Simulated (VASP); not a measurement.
# Si (P6/mmm) in VASP: further runs, part 2 of 2

VASP 6.6.1. The steps go on from the part before.

## 4. Single point, LDA (strain -0.050 along x and y, +0.000 along z)

Input file INCAR:

```
SYSTEM = Si
PREC = Accurate
ENCUT = 520
EDIFF = 1E-7
ISMEAR = 0
SIGMA = 0.15
LREAL = .False.
LASPH = .True.
NELM = 100
ALGO = Normal
ISIF = 2
LWAVE = .False.
LCHARG = .False.
GGA = CA
NBANDS = 8
```

Input file KPOINTS:

```
Automatic mesh
0
Gamma
  24 24 20
  0 0 0
```

Input file POSCAR:

```
Si
1.0
    2.4895156742      0.0000000000      0.0000000000
   -1.2447578371      2.1559838169      0.0000000000
    0.0000000000      0.0000000000      2.4663543900
Si
1
Direct
    0.0000000000      0.0000000000      0.0000000000
```

Potentials or basis: VASP PAW LDA potentials, release 64 (Si).

Started as:

```sh
$ cat potpaw_LDA.64/Si/POTCAR > POTCAR
$ mpirun -np 1 vasp_std > vasp.out
```

OUTCAR:

```text
SYSTEM = Si
   PREC = Accurate
   ENCUT = 520
   EDIFF = 1E-7
   ISMEAR = 0
   LREAL = .False.
   LASPH = .True.
   NELM = 100
   ISIF = 2
   GGA = CA

 ion  position               nearest neighbor table
   1  0.000  0.000  0.000-

  LATTYP: Found a hexagonal cell.
 ALAT       =     2.4895156742
 C/A-ratio  =     0.9906964698

  Lattice vectors:

 A1 = (   2.4895156742,   0.0000000000,   0.0000000000)
 A2 = (  -1.2447578371,   2.1559838169,   0.0000000000)
 A3 = (   0.0000000000,   0.0000000000,   2.4663543900)

Analysis of symmetry for initial positions (statically):
=====================================================================
 Subroutine PRICEL returns:
 Original cell was already a primitive cell.

 Routine SETGRP: Setting up the symmetry group for a
 hexagonal supercell.

 Subroutine GETGRP returns: Found 24 space group operations
 (whereof 24 operations were pure point group operations)
 out of a pool of 24 trial point group operations.

The static configuration has the point symmetry D_6h.

Analysis of symmetry for dynamics (positions and initial velocities):
=====================================================================
 Subroutine PRICEL returns:
 Original cell was already a primitive cell.

 Routine SETGRP: Setting up the symmetry group for a
 hexagonal supercell.

 Subroutine GETGRP returns: Found 24 space group operations
 (whereof 24 operations were pure point group operations)
 out of a pool of 24 trial point group operations.

The dynamic configuration has the point symmetry D_6h.

 Subroutine INISYM returns: Found 24 space group operations
 (whereof 24 operations are pure point group operations),
 and found     1 'primitive' translations

----------------------------------------------------------------------------------------

                                     Primitive cell

  volume of cell :      13.2378

  direct lattice vectors                    reciprocal lattice vectors
     2.489515674  0.000000000  0.000000000     0.401684557  0.231912687  0.000000000
    -1.244757837  2.155983817  0.000000000     0.000000000  0.463825374  0.000000000
     0.000000000  0.000000000  2.466354390     0.000000000  0.000000000  0.405456736

  length of vectors
     2.489515674  2.489515674  2.466354390     0.463825374  0.463825374  0.405456736

  position of ions in fractional coordinates (direct lattice)
     0.000000000  0.000000000  0.000000000

  ion indices of the primitive-cell ions
   primitive index   ion index
                 1           1

----------------------------------------------------------------------------------------

 KPOINTS: Automatic mesh

Automatic generation of k-mesh.
 Grid dimensions read from file:
 generate k-points for:   24   24   20

 Generating k-lattice:

  Cartesian coordinates                     Fractional coordinates (reciprocal lattice)
     0.016736857  0.009663029  0.000000000     0.041666667  0.000000000  0.000000000
     0.000000000  0.019326057  0.000000000     0.000000000  0.041666667  0.000000000
     0.000000000  0.000000000  0.020272837     0.000000000  0.000000000  0.050000000

  Length of vectors
     0.019326057  0.019326057  0.020272837

  Shift w.r.t. Gamma in fractional coordinates (k-lattice)
     0.000000000  0.000000000  0.000000000

 Subroutine IBZKPT returns following result:
 ===========================================

 Found    671 irreducible k-points:

 Following reciprocal coordinates:
            Coordinates               Weight
  0.000000  0.000000  0.000000      1.000000
  0.041667  0.000000  0.000000      6.000000
  0.083333  0.000000  0.000000      6.000000
  0.125000  0.000000  0.000000      6.000000
  0.166667 -0.000000  0.000000      6.000000
  0.208333  0.000000  0.000000      6.000000
[... 16 lines left out ...]
  0.416667  0.041667  0.000000     12.000000
  0.458333  0.041667  0.000000     12.000000
 [... further k-points ...]
   k-points           NKPTS =    671   k-points in BZ     NKDIM =    671   number of bands    NBANDS=      8
   number of dos      NEDOS =    301   number of ions     NIONS =      1
   total plane-waves  NPLWV =   7200
   dimension x,y,z NGX =    20 NGY =   20 NGZ =   18
   dimension x,y,z NGXF=    40 NGYF=   40 NGZF=   36
   ions per type =               1
   NGX,Y,Z   is equivalent  to a cutoff of  13.36, 13.36, 12.13 a.u.
   NGXF,Y,Z  is equivalent  to a cutoff of  26.71, 26.71, 24.27 a.u.
 SYSTEM =  Si
   PREC   = accura    normal or accurate (medium, high low for compatibility)
   ISTART =      0    job   : 0-new  1-cont  2-samecut
   ICHARG =      2    charge: 1-file 2-atom 10-const
   ISPIN  =      1    spin polarized calculation?
   LNONCOLLINEAR =      F non collinear calculations
   LSORBIT =      F    spin-orbit coupling
   LASPH  =      T    aspherical Exc in radial PAW
   ENCUT  =  520.0 eV  38.22 Ry    6.18 a.u.   4.63  4.63  4.59*2*pi/ulx,y,z
   NELM   =    100;   NELMIN=  2; NELMDL= -5     # of ELM steps
   EDIFF  = 0.1E-06   stopping-criterion for ELM
   LREAL  =      F    real-space projection
   EDIFFG = 0.1E-05   stopping-criterion for IOM
   NSW    =      0    number of steps for IOM
   IBRION =     -1    ionic relax: 0-MD 1-quasi-New 2-CG
   NFREE  =      0    steps in history (QN), initial steepest desc. (CG)
   ISIF   =      2    stress and relaxation
   ISYM   =      2    0-nonsym 1-usesym 2-fastsym
   POTIM  = 0.5000    time-step for ionic-motion
   TEBEG  =    0.0;   TEEND  =   0.0 temperature during run
   PSTRESS=    0.0 pullay stress
   NELECT =       4.0000    total number of electrons
   NUPDOWN=      -1.0000    fix difference up-down
   EMIN   =  10.00;   EMAX   =-10.00  energy-range for DOS
   EFERMI =   0.00;   METHOD = LEGACY
   ISMEAR =     0;   SIGMA  =   0.15  broadening in eV -4-tet -1-fermi 0-gaus
   EFERMI_NEDOS =   21; number of points for ismear=-14 and -15
   IALGO  =     38    algorithm
   IMIX   =      4    mixing-type and parameters
     AMIX     =   0.40;   BMIX     =  1.00
     AMIX_MAG =   1.60;   BMIX_MAG =  1.00
  volume/ion in A,a.u.               =      13.24        89.33
  Fermi-wavevector in a.u.,A,eV,Ry     =   1.098558  2.075973 16.419906  1.206829
  Thomas-Fermi vector in A             =   2.234937
   LORBIT       =      0    0 simple, 1 ext, 2 COOP (PROOUT), +10 PAW based schemes
   GGA     = CA    functional components
   LHFCALC =     F    Hartree Fock is set to
   AEXX    =    0.0000 exact exchange contribution
   IVDW    =     0    specifies the selected vdW correction
   LEPSILON=     F    determine dielectric tensor
   LRPA    =     F    only Hartree local field effects (RPA)
 non-spin polarized calculation
 Gauss-broadening in eV      SIGMA  =   0.15
  energy-cutoff  :      520.00
  volume of cell :       13.24
 maximum number of plane-waves:       381
 NGX is ok and might be reduce to    20
   NGX =  9   NGY =  9   NGZ =  9

 number of electron       4.0000000 magnetization

 Free energy of the ion-electron system (eV)
  ---------------------------------------------------
  ext. energy  EPLUGINS =         0.00000000
  ---------------------------------------------------
  free energy    TOTEN  =        -5.66490148 eV

  energy without entropy =       -5.66094503  energy(sigma->0) =       -5.66292325

 E-fermi :  11.0353     XC(G=0): -11.5618

 val. band max:       11.0344320831   @ k =   0.3333   0.2083   0.5000
 cond. band min:      11.0399808346   @ k =   0.2917   0.0000   0.1000
 fundamental gap:      0.0055487515
 Fermi energy:        11.0352756198

 k-point     1 :       0.0000    0.0000    0.0000
  band No.  band energies     occupation
      1      -4.0168      2.00000
      2      18.0126      0.00000
      3      18.0592      0.00000
      4      23.5113      0.00000
      5      23.5113      0.00000
      6      24.2821      0.00000
      7      24.2821      0.00000
      8      30.1807      0.00000
[... 243 lines left out ...]
 k-point    24 :       0.4583    0.0417    0.0000
  band No.  band energies     occupation
      1       3.0269      2.00000
      2       4.2724      2.00000
      3      16.0723      0.00000
      4      19.4030      0.00000
      5      23.7618      0.00000
      6      25.6164      0.00000
      7      28.7448      0.00000
      8      29.9823      0.00000

 [... further k-points ...]

------------------------ aborting loop because EDIFF is reached ----------------------------------------

  FORCE on cell =-STRESS in cart. coord.  units (eV):
  Direction    XX          YY          ZZ          XY          YZ          ZX
  --------------------------------------------------------------------------------------
  -------------------------------------------------------------------------------------
  Total        1.5613931      1.5613931      0.2716520      0.0000000     -0.0000000      0.0000000
  in kB      188.9761482    188.9761482     32.8781688      0.0000000     -0.0000000      0.0000000
  external PRESSURE =     136.9434884 kB  Pullay stress =       0.0000000 kB

 VOLUME and BASIS-vectors are now :
 -----------------------------------------------------------------------------
  energy-cutoff  :      520.00
  volume of cell :       13.24
      direct lattice vectors                 reciprocal lattice vectors
     2.489515674  0.000000000  0.000000000     0.401684557  0.231912687  0.000000000
    -1.244757837  2.155983817  0.000000000     0.000000000  0.463825374  0.000000000
     0.000000000  0.000000000  2.466354390     0.000000000  0.000000000  0.405456736

 POSITION                                       TOTAL-FORCE (eV/Angst)
 -----------------------------------------------------------------------------------
      0.00000      0.00000      0.00000        -0.000000      0.000000      0.000000
 -----------------------------------------------------------------------------------
    total drift:                                0.000000      0.000000      0.000000

  FREE ENERGIE OF THE ION-ELECTRON SYSTEM (eV)
  ---------------------------------------------------
  free  energy   TOTEN  =        -5.6649014765 eV

  energy  without entropy=       -5.6609450298  energy(sigma->0) =       -5.66292325
```

stdout:

```text
POSCAR found type information on POSCAR Si
 POSCAR found :  1 types and       1 ions
 scaLAPACK will be used
 LDA part: xc-table for (Slater(with rela. corr.)+CA(PZ))
 , standard interpolation
 POSCAR, INCAR and KPOINTS ok, starting setup
 FFT: planning ... GRIDC
 FFT: planning ... GRID_SOFT
 FFT: planning ... GRID
 WAVECAR not read
 entering main loop
```

Wall time 66 s (1 thread of Intel Xeon 8259CL, shared host); peak memory 0.16 GiB.

Results:

```yaml
Free_energy: -5.6649 eV
Pressure: 13.7 GPa
Band_gap_on_the_k_mesh: zero (bands 2 and 3 overlap by 11.91 eV)
```

Caveat: the cell differs from its parent crystal (strain -0.050 along x and y, +0.000 along z); the cell stands under pressure.

## 5. Single point, LDA (strain -0.025 along x and y, -0.050 along z)

Input file INCAR:

```
PREC = Accurate
ENCUT = 520
EDIFF = 1E-6
ISMEAR = 0
SIGMA = 0.15
LREAL = False
LASPH = True
NELM = 60
ALGO = Normal
ISIF = 2
LWAVE = False
LCHARG = False
GGA = CA
NBANDS = 8
```

Input file KPOINTS:

```
Automatic mesh
0
Gamma
  24 24 20
```

Input file POSCAR:

```
Si
1.0
    2.5550292445      0.0000000000      0.0000000000
   -1.2775146223      2.2127202332      0.0000000000
    0.0000000000      0.0000000000      2.3430366705
Si
1
Direct
    0.0000000000      0.0000000000      0.0000000000
```

Started as:

```sh
$ cat potpaw_LDA.64/Si/POTCAR > POTCAR
$ mpirun -np 1 vasp_std > vasp.out
```

Run time: 67 s. Hardware: 1 thread of Intel Xeon 8259CL, shared host; peak memory 0.16 GiB.

It converged, with:

- Free energy: -5.6782 eV
- Pressure: 14.5 GPa
- Band gap on the k mesh: zero (bands 2 and 3 overlap by 12.99 eV)

Stress tensor (GPa, compression positive):
```
11.02  0.00  0.00
 0.00 11.02  0.00
 0.00  0.00 21.35
```

Levels at points of the mesh, in eV from the Fermi level:
| k point | band 1 | band 2 | band 3 | band 4 | band 5 | band 6 |
| --- | --- | --- | --- | --- | --- | --- |
| (0.00, 0.00, 0.00) | -15.05 | 7.82 | 9.53 | 10.80 | 10.80 | 12.33 |
| (0.50, 0.00, 0.00) | -8.12 | -7.51 | 5.21 | 6.37 | 14.82 | 16.46 |
| (0.00, 0.00, 0.50) | -9.29 | -7.88 | 15.19 | 15.19 | 15.56 | 15.56 |
| (0.50, 0.00, 0.50) | -2.92 | -2.47 | -1.40 | 1.03 | 9.62 | 12.45 |

Caveat: the cell differs from its parent crystal (strain -0.025 along x and y, -0.050 along z); the cell stands under pressure.

## 6. Overview

```tsv
cell	gap on the mesh (eV)	pressure (GPa)
a = 2.490, b = 2.490, c = 2.343 Å, angles 90.0, 90.0, 120.0°, 1 atom	none	24.0
a = 2.490, b = 2.490, c = 2.405 Å, angles 90.0, 90.0, 120.0°, 1 atom	none	18.3
a = 2.490, b = 2.490, c = 2.466 Å, angles 90.0, 90.0, 120.0°, 1 atom	none	13.7
a = 2.555, b = 2.555, c = 2.343 Å, angles 90.0, 90.0, 120.0°, 1 atom	none	14.5
```

Alike in all rows: task single point; level LDA; potentials or basis VASP PAW LDA potentials, release 64 (Si); no spin polarisation; k mesh 24 × 24 × 20; cutoff (eV) 520; smearing gaussian 0.15 eV.

Caveats: the cell stands under pressure.

Total energies depend on the potentials used, so only differences within one code and one set of settings carry meaning.
